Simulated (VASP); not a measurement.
# SrCl2 in VASP: further runs

Runs on SrCl2. Level: PBE. Tasks: single point.

Everything below comes from runs of VASP 6.6.1. Logs are shortened: lines on timing, memory, paths and dates and some standing lists are left out, and cuts for length are marked.

### Step 1. The cell of the first run

The structure is tetragonal, space group I4/mmm (No. 139). Conventional cell: a = 5.076 Å, b = 5.076 Å, c = 6.757 Å, α = 90.00°, β = 90.00°, γ = 90.00°. Sr (site symmetry 4/mmm) has 8 Cl at 3.05 Å within 4.0 Å. Within 4.0 Å of Cl (site symmetry -4m2) lie 4 Sr at 3.05 Å and 6 Cl at 3.38 to 3.59 Å.

### Step 2. Single point, PBE

Contents of INCAR:

```
SYSTEM = SrCl2
  PREC = Accurate
  ENCUT = 520
  EDIFF = 1E-6
  ISMEAR = 0
  SIGMA = 0.05
  LREAL = .FALSE.
  LASPH = .TRUE.
  NELM = 100
  ALGO = Normal
  ISIF = 2
  LWAVE = .FALSE.
  LCHARG = .FALSE.
  GGA = PE
  NBANDS = 19
```

Contents of KPOINTS:

```
regular mesh
0
G
  6 6 6
  0 0 0
```

Contents of POSCAR:

```
SrCl2
1.0
    0.0000000000      3.5896108253      3.5896108253
    3.3784572473      0.0000000000      3.5896108253
    3.3784572473      3.5896108253      0.0000000000
Sr Cl
1 2
Direct
    0.0000000000      0.0000000000      0.0000000000
    0.2500000000      0.2500000000      0.2500000000
    0.7500000000      0.7500000000      0.7500000000
```

Potentials or basis: VASP PAW PBE potentials, release 64 (Sr_sv, Cl).

Run with:

```console
$ cat potpaw_PBE.64/Sr_sv/POTCAR potpaw_PBE.64/Cl/POTCAR > POTCAR
$ mpirun -np 1 vasp_std > vasp.out
```

OUTCAR:

```text
SYSTEM = SrCl2
   PREC = Accurate
   ENCUT = 520
   EDIFF = 1E-6
   ISMEAR = 0
   LREAL = .FALSE.
   LASPH = .TRUE.
   NELM = 100
   ISIF = 2
   GGA = PE

 ion  position               nearest neighbor table
   1  0.000  0.000  0.000-   3 3.05   3 3.05   3 3.05   2 3.05   3 3.05   2 3.05   2 3.05   2 3.05

   2  0.250  0.250  0.250-   1 3.05   1 3.05   1 3.05   1 3.05
   3  0.750  0.750  0.750-   1 3.05   1 3.05   1 3.05   1 3.05

  LATTYP: Found a body centered tetragonal cell.
 ALAT       =     5.0764763128
 C/A-ratio  =     1.3310245293

  Lattice vectors:

 A1 = (  -3.3784572473,   0.0000000000,  -3.5896108253)
 A2 = (  -3.3784572473,   0.0000000000,   3.5896108253)
 A3 = (   3.3784572473,   3.5896108253,   0.0000000000)

Analysis of symmetry for initial positions (statically):
=====================================================================
 Subroutine PRICEL returns:
 Original cell was already a primitive cell.

 Routine SETGRP: Setting up the symmetry group for a
 body centered tetragonal supercell.

 Subroutine GETGRP returns: Found 16 space group operations
 (whereof 16 operations were pure point group operations)
 out of a pool of 16 trial point group operations.

The static configuration has the point symmetry D_4h.

Analysis of symmetry for dynamics (positions and initial velocities):
=====================================================================
 Subroutine PRICEL returns:
 Original cell was already a primitive cell.

 Routine SETGRP: Setting up the symmetry group for a
 body centered tetragonal supercell.

 Subroutine GETGRP returns: Found 16 space group operations
 (whereof 16 operations were pure point group operations)
 out of a pool of 16 trial point group operations.

The dynamic configuration has the point symmetry D_4h.

 Subroutine INISYM returns: Found 16 space group operations
 (whereof 16 operations are pure point group operations),
 and found     1 'primitive' translations

----------------------------------------------------------------------------------------

                                     Primitive cell

  volume of cell :      87.0649

  direct lattice vectors                    reciprocal lattice vectors
     0.000000000  3.589610825  3.589610825    -0.147996545  0.139290866  0.139290866
     3.378457247  0.000000000  3.589610825     0.147996545 -0.139290866  0.139290866
     3.378457247  3.589610825  0.000000000     0.147996545  0.139290866 -0.139290866

  length of vectors
     5.076476313  4.929429911  4.929429911     0.246387638  0.246387638  0.246387638

  position of ions in fractional coordinates (direct lattice)
     0.000000000  0.000000000  0.000000000
     0.250000000  0.250000000  0.250000000
     0.750000000  0.750000000  0.750000000

  ion indices of the primitive-cell ions
   primitive index   ion index
                 1           1
                 2           2
                 3           3

----------------------------------------------------------------------------------------

 KPOINTS: regular mesh

Automatic generation of k-mesh.
 Grid dimensions read from file:
 generate k-points for:    6    6    6

 Generating k-lattice:

  Cartesian coordinates                     Fractional coordinates (reciprocal lattice)
    -0.024666091  0.023215144  0.023215144     0.166666667 -0.000000000 -0.000000000
     0.024666091 -0.023215144  0.023215144     0.000000000  0.166666667  0.000000000
     0.024666091  0.023215144 -0.023215144     0.000000000  0.000000000  0.166666667

  Length of vectors
     0.041064606  0.041064606  0.041064606

  Shift w.r.t. Gamma in fractional coordinates (k-lattice)
     0.000000000  0.000000000  0.000000000

 Subroutine IBZKPT returns following result:
 ===========================================

 Found     30 irreducible k-points:

 Following reciprocal coordinates:
            Coordinates               Weight
  0.000000  0.000000  0.000000      1.000000
  0.166667  0.000000  0.000000      8.000000
  0.333333 -0.000000 -0.000000      8.000000
  0.500000 -0.000000 -0.000000      4.000000
  0.166667  0.166667  0.000000      4.000000
  0.333333  0.166667 -0.000000     16.000000
[... 16 lines left out ...]
 -0.333333  0.500000  0.166667      4.000000
  0.333333 -0.333333  0.166667      8.000000
 [... further k-points ...]
   k-points           NKPTS =     30   k-points in BZ     NKDIM =     30   number of bands    NBANDS=     19
   number of dos      NEDOS =    301   number of ions     NIONS =      3
   total plane-waves  NPLWV =  64000
   dimension x,y,z NGX =    40 NGY =   40 NGZ =   40
   dimension x,y,z NGXF=    80 NGYF=   80 NGZF=   80
   ions per type =               1   2
   NGX,Y,Z   is equivalent  to a cutoff of  13.10, 13.49, 13.49 a.u.
   NGXF,Y,Z  is equivalent  to a cutoff of  26.20, 26.98, 26.98 a.u.
 SYSTEM =  SrCl2
   PREC   = accura    normal or accurate (medium, high low for compatibility)
   ISTART =      0    job   : 0-new  1-cont  2-samecut
   ICHARG =      2    charge: 1-file 2-atom 10-const
   ISPIN  =      1    spin polarized calculation?
   LNONCOLLINEAR =      F non collinear calculations
   LSORBIT =      F    spin-orbit coupling
   LASPH  =      T    aspherical Exc in radial PAW
   ENCUT  =  520.0 eV  38.22 Ry    6.18 a.u.   9.44  9.17  9.17*2*pi/ulx,y,z
   NELM   =    100;   NELMIN=  2; NELMDL= -5     # of ELM steps
   EDIFF  = 0.1E-05   stopping-criterion for ELM
   LREAL  =      F    real-space projection
   EDIFFG = 0.1E-04   stopping-criterion for IOM
   NSW    =      0    number of steps for IOM
   IBRION =     -1    ionic relax: 0-MD 1-quasi-New 2-CG
   NFREE  =      0    steps in history (QN), initial steepest desc. (CG)
   ISIF   =      2    stress and relaxation
   ISYM   =      2    0-nonsym 1-usesym 2-fastsym
   POTIM  = 0.5000    time-step for ionic-motion
   TEBEG  =    0.0;   TEEND  =   0.0 temperature during run
   PSTRESS=    0.0 pullay stress
   NELECT =      24.0000    total number of electrons
   NUPDOWN=      -1.0000    fix difference up-down
   EMIN   =  10.00;   EMAX   =-10.00  energy-range for DOS
   EFERMI =   0.00;   METHOD = LEGACY
   ISMEAR =     0;   SIGMA  =   0.05  broadening in eV -4-tet -1-fermi 0-gaus
   EFERMI_NEDOS =   21; number of points for ismear=-14 and -15
   IALGO  =     38    algorithm
   IMIX   =      4    mixing-type and parameters
     AMIX     =   0.40;   BMIX     =  1.00
     AMIX_MAG =   1.60;   BMIX_MAG =  1.00
  volume/ion in A,a.u.               =      29.02       195.85
  Fermi-wavevector in a.u.,A,eV,Ry     =   1.065445  2.013398 15.444954  1.135172
  Thomas-Fermi vector in A             =   2.200996
   LORBIT       =      0    0 simple, 1 ext, 2 COOP (PROOUT), +10 PAW based schemes
   GGA     = PE    functional components
   LHFCALC =     F    Hartree Fock is set to
   AEXX    =    0.0000 exact exchange contribution
   IVDW    =     0    specifies the selected vdW correction
   LEPSILON=     F    determine dielectric tensor
   LRPA    =     F    only Hartree local field effects (RPA)
 non-spin polarized calculation
 Gauss-broadening in eV      SIGMA  =   0.05
  energy-cutoff  :      520.00
  volume of cell :       87.06
 maximum number of plane-waves:      2376
 NGX is ok and might be reduce to    40
   NGX = 19   NGY = 19   NGZ = 19

 number of electron      24.0000001 magnetization

 Free energy of the ion-electron system (eV)
  ---------------------------------------------------
  ext. energy  EPLUGINS =         0.00000000
  ---------------------------------------------------
  free energy    TOTEN  =       -12.75759603 eV

  energy without entropy =      -12.75759603  energy(sigma->0) =      -12.75759603

 E-fermi :   0.5012     XC(G=0):  -8.1747

 val. band max:        0.2643104184   @ k =   0.0000   0.5000   0.5000
 cond. band min:       5.1589583224   @ k =   0.0000   0.0000   0.0000
 fundamental gap:      4.8946479040
 Fermi energy:         0.5012305920

 k-point     1 :       0.0000    0.0000    0.0000
  band No.  band energies     occupation
      1     -32.9900      2.00000
      2     -14.9815      2.00000
      3     -14.9640      2.00000
      4     -14.9640      2.00000
      5     -13.2317      2.00000
      6     -12.4142      2.00000
[... 11 lines left out ...]
     18       9.0917      0.00000
     19       9.1496      0.00000

 k-point     2 :       0.1667    0.0000    0.0000
  band No.  band energies     occupation
      1     -32.9894      2.00000
      2     -15.0415      2.00000
      3     -14.9773      2.00000
      4     -14.9676      2.00000
      5     -13.1003      2.00000
      6     -12.4692      2.00000
[... 11 lines left out ...]
     18       8.6535      0.00000
     19       9.6332      0.00000

 k-point     3 :       0.3333   -0.0000   -0.0000
  band No.  band energies     occupation
      1     -32.9880      2.00000
      2     -15.1578      2.00000
      3     -14.9828      2.00000
      4     -14.9747      2.00000
      5     -12.8938      2.00000
      6     -12.5399      2.00000
[... 11 lines left out ...]
     18       8.4674      0.00000
     19       8.9640      0.00000

 k-point     4 :       0.5000   -0.0000   -0.0000
  band No.  band energies     occupation
      1     -32.9874      2.00000
      2     -15.2073      2.00000
      3     -14.9853      2.00000
      4     -14.9783      2.00000
      5     -12.8466      2.00000
      6     -12.5240      2.00000
[... 11 lines left out ...]
     18       8.5081      0.00000
     19       8.6207      0.00000

 k-point     5 :       0.1667    0.1667    0.0000
  band No.  band energies     occupation
      1     -32.9892      2.00000
      2     -15.0549      2.00000
      3     -14.9892      2.00000
      4     -14.9695      2.00000
      5     -13.0584      2.00000
      6     -12.4780      2.00000
[... 11 lines left out ...]
     18       8.6859      0.00000
     19       8.7245      0.00000

 k-point     6 :       0.3333    0.1667   -0.0000
  band No.  band energies     occupation
      1     -32.9881      2.00000
      2     -15.1422      2.00000
      3     -15.0014      2.00000
      4     -14.9807      2.00000
      5     -12.8674      2.00000
      6     -12.5485      2.00000
[... 11 lines left out ...]
     18       8.2904      0.00000
     19       9.3134      0.00000

 k-point     7 :       0.5000    0.1667   -0.0000
  band No.  band energies     occupation
      1     -32.9872      2.00000
      2     -15.1866      2.00000
      3     -15.0283      2.00000
      4     -14.9867      2.00000
      5     -12.7752      2.00000
      6     -12.5541      2.00000
[... 11 lines left out ...]
     18       8.6204      0.00000
     19       9.0976      0.00000

 k-point     8 :      -0.3333    0.1667    0.0000
  band No.  band energies     occupation
      1     -32.9874      2.00000
      2     -15.1667      2.00000
      3     -15.0308      2.00000
      4     -14.9834      2.00000
      5     -12.7769      2.00000
      6     -12.5815      2.00000
[... 256 lines left out ...]
 k-point    20 :      -0.3333    0.3333    0.1667
  band No.  band energies     occupation
      1     -32.9866      2.00000
      2     -15.1557      2.00000
      3     -15.1006      2.00000
      4     -14.9875      2.00000
      5     -12.6996      2.00000
      6     -12.5795      2.00000
[... 11 lines left out ...]
     18       8.9540      0.00000
     19       9.8187      0.00000

 k-point    21 :      -0.1667    0.3333    0.1667
  band No.  band energies     occupation
      1     -32.9870      2.00000
      2     -15.1691      2.00000
      3     -15.0440      2.00000
      4     -14.9850      2.00000
      5     -12.6737      2.00000
      6     -12.6696      2.00000
[... 11 lines left out ...]
     18       8.6335      0.00000
     19       9.5985      0.00000

 k-point    22 :       0.3333    0.5000    0.1667
  band No.  band energies     occupation
      1     -32.9872      2.00000
      2     -15.1721      2.00000
      3     -15.0380      2.00000
      4     -14.9992      2.00000
      5     -12.7087      2.00000
      6     -12.6075      2.00000
[... 11 lines left out ...]
     18       8.5316      0.00000
     19       9.6581      0.00000

 k-point    23 :      -0.3333    0.5000    0.1667
  band No.  band energies     occupation
      1     -32.9865      2.00000
      2     -15.2032      2.00000
      3     -15.0749      2.00000
      4     -14.9889      2.00000
      5     -12.6277      2.00000
      6     -12.6146      2.00000
[... 11 lines left out ...]
     18       9.2874      0.00000
     19       9.7722      0.00000

 k-point    24 :       0.3333   -0.3333    0.1667
  band No.  band energies     occupation
      1     -32.9868      2.00000
      2     -15.1532      2.00000
      3     -15.0952      2.00000
      4     -15.0028      2.00000
      5     -12.6714      2.00000
      6     -12.5928      2.00000
[... 11 lines left out ...]
     18       8.9930      0.00000
     19       9.6942      0.00000

 [... further k-points ...]
[... 5 lines left out ...]
  --------------------------------------------------------------------------------------
  -------------------------------------------------------------------------------------
  Total        1.2249371     -0.4578222     -0.4578222      0.0000000      0.0000000      0.0000000
  in kB       22.5414177     -8.4248910     -8.4248910      0.0000000      0.0000000      0.0000000
  external PRESSURE =       1.8972119 kB  Pullay stress =       0.0000000 kB

 VOLUME and BASIS-vectors are now :
 -----------------------------------------------------------------------------
  energy-cutoff  :      520.00
  volume of cell :       87.06
      direct lattice vectors                 reciprocal lattice vectors
     0.000000000  3.589610825  3.589610825    -0.147996545  0.139290866  0.139290866
     3.378457247  0.000000000  3.589610825     0.147996545 -0.139290866  0.139290866
     3.378457247  3.589610825  0.000000000     0.147996545  0.139290866 -0.139290866

 POSITION                                       TOTAL-FORCE (eV/Angst)
 -----------------------------------------------------------------------------------
      0.00000      0.00000      0.00000         0.000000      0.000000     -0.000000
      1.68923      1.79481      1.79481         0.000000      0.000000      0.000000
      5.06769      5.38442      5.38442        -0.000000     -0.000000     -0.000000
 -----------------------------------------------------------------------------------
    total drift:                               -0.000000     -0.000000      0.000000

  FREE ENERGIE OF THE ION-ELECTRON SYSTEM (eV)
  ---------------------------------------------------
  free  energy   TOTEN  =       -12.7575960310 eV

  energy  without entropy=      -12.7575960310  energy(sigma->0) =      -12.75759603
```

Wall time 84 s (1 thread of Intel Xeon Platinum 8488C (Sapphire Rapids), shared host); peak memory 0.24 GiB.

Results:

| Property | Result |
| --- | --- |
| Free energy | -12.7576 eV |
| Pressure | 0.2 GPa |
| Band gap on the k mesh | 4.89 eV, indirect (least direct gap 5.16 eV) |

Caveat: the cell differs from its parent crystal (strain +e along x and -e along y -0.0300, strain +e along z and -e/2 along x and y +0.0200).

(Part 1 of 3 ends here.)
